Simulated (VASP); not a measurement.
Wanted: the native input for a VASP 6.6.1 run.

* Task: single point
* Functional: r2SCAN50
* Potentials or basis: VASP PAW PBE potentials, release 64 (Zr_sv)
* Cutoff: 520 eV
* k mesh: 5 × 5 × 3
* Occupations: fermi-dirac, width 0.05 eV
* Spin: no spin polarisation
* Dipole correction: no
* Grid for exact exchange (PRECFOCK): Normal
* Further INCAR settings: ALGO = Normal; EDIFF = 1e-06; NBANDS = 19

Crystal: Zr.

```xyz
2
Lattice="3.2320 0.0000 0.0000 -1.6160 2.7990 0.0000 0.0000 0.0000 5.1470" Properties=species:S:1:pos:R:3 pbc="T T T"
Zr    1.6160    0.9330    3.8603
Zr    0.0000    1.8660    1.2868
```

One way to write it, as run:

POSCAR

```
Zr
1.0
    3.2320000000      0.0000000000      0.0000000000
   -1.6160000000      2.7989941050      0.0000000000
    0.0000000000      0.0000000000      5.1470000000
Zr
2
Direct
    0.6666666667      0.3333333333      0.7500000000
    0.3333333333      0.6666666667      0.2500000000
```

INCAR.step1

```
SYSTEM = Zr
PREC = Accurate ; ENCUT = 520
EDIFF = 1E-5 ; ISMEAR = -1
SIGMA = 0.05 ; LREAL = .FALSE.
LASPH = .TRUE. ; NELM = 60
ALGO = Normal ; ISIF = 2
LWAVE = .TRUE. ; LCHARG = .FALSE.
NBANDS = 19 ; GGA = PE
```

INCAR.step2

```
SYSTEM = Zr
PREC = Accurate ; ENCUT = 520
EDIFF = 1E-6 ; ISMEAR = -1
SIGMA = 0.05 ; LREAL = .FALSE.
LASPH = .TRUE. ; NELM = 60
ALGO = Normal ; ISIF = 2
LWAVE = .FALSE. ; LCHARG = .FALSE.
METAGGA = R2SCAN ; LHFCALC = .TRUE.
AEXX = 0.5 ; LMIXTAU = .TRUE.
PRECFOCK = Normal ; NBANDS = 19
ISTART = 1
```

KPOINTS

```
regular mesh
0
G
  5 5 3
  0 0 0
```

Potentials or basis: VASP PAW PBE potentials, release 64 (Zr_sv).

The run is started by

```bash
$ cat potpaw_PBE.64/Zr_sv/POTCAR > POTCAR
$ cp INCAR.step1 INCAR
$ mpirun -np 1 vasp_std > vasp.out
$ cp INCAR.step2 INCAR
$ mpirun -np 1 vasp_std > vasp.out
```

It gave:

```json
{
 "Pressure": "1.0 GPa",
 "Band gap on the k mesh": "zero (band 12 reaches 11.32 eV, above the bottom of band 13 at 9.25 eV)"
}
```

Caveat: the k points lie up to 0.45 Å⁻¹ apart; the PAW data sets were made with another functional, which shifts forces and pressure a little.

It took 36 min on 1 thread of AMD EPYC 7R43 64-Core Processor (Zen 3), with other jobs on the host, peak memory 0.14 GiB.
